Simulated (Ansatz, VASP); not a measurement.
# Two plane-wave programs on RbZnI3

The input INCAR:

```
SYSTEM = RbZnI3
PREC = Accurate
ENCUT = 520
EDIFF = 1E-7
ISMEAR = -1
SIGMA = 0.02
LREAL = .False.
LASPH = .True.
NELM = 80
ALGO = Normal
ISIF = 2
LWAVE = .False.
LCHARG = .False.
GGA = PE
NBANDS = 29
```

The input KPOINTS:

```
regular mesh
0
Gamma
  4 4 4
  0 0 0
```

File POSCAR:

```
RbZnI3
1.0
    5.8364211500      0.0000000000      0.0000000000
    0.0000000000      5.8364211500      0.0000000000
    0.0000000000      0.0000000000      5.8364211500
Rb Zn I
1 1 3
Direct
    0.0000000000      0.0000000000      0.0000000000
    0.5000000000      0.5000000000      0.5000000000
    0.5000000000      0.5000000000      0.0000000000
    0.5000000000      0.0000000000      0.5000000000
    0.0000000000      0.5000000000      0.5000000000
```

Input for Ansatz:

```yaml
crystal:
  lattice:
    - [5.83642115, 0.0, 0.0]
    - [0.0, 5.83642115, 0.0]
    - [0.0, 0.0, 5.83642115]
  atoms:
    - { symbol: Rb, position: [0.0, 0.0, 0.0] }
    - { symbol: Zn, position: [0.5, 0.5, 0.5] }
    - { symbol: I, position: [0.5, 0.5, 0.0] }
    - { symbol: I, position: [0.5, 0.0, 0.5] }
    - { symbol: I, position: [0.0, 0.5, 0.5] }
kpoints:
  mp_grid: { grid: [4, 4, 4] }
hamiltonian:
  xc: pbe
scf:
  occupations: { method: fermi_dirac, width: 0.02 }
  n_extra_bands: 5
output:
  forces: true
  stress: true
  eigenvalues: true
```

Alike in both runs: task single point; functional PBE; k mesh 4 × 4 × 4; occupations fermi-dirac, width 0.02 eV; no spin polarisation.

```csv
,VASP,Ansatz
version,VASP 6.6.1,Ansatz 0.2.0
potentials or method,"VASP PAW PBE potentials, release 64 (Rb_sv, Zn, I)","plane waves, PAW"
plane-wave cutoff (eV),520,420
valence electrons in the cell,42,72
```

```csv
,VASP,Ansatz,Ansatz less VASP
pressure (GPa),-0.5,-0.5,-0.02
```

The functional is the same, so the differences come from potentials, cutoffs and numerics. VASP's potentials hold 42 valence electrons a cell and Ansatz's 72, so a difference there can come from the potentials and not from the codes.

Neither program's run includes spin-orbit coupling.
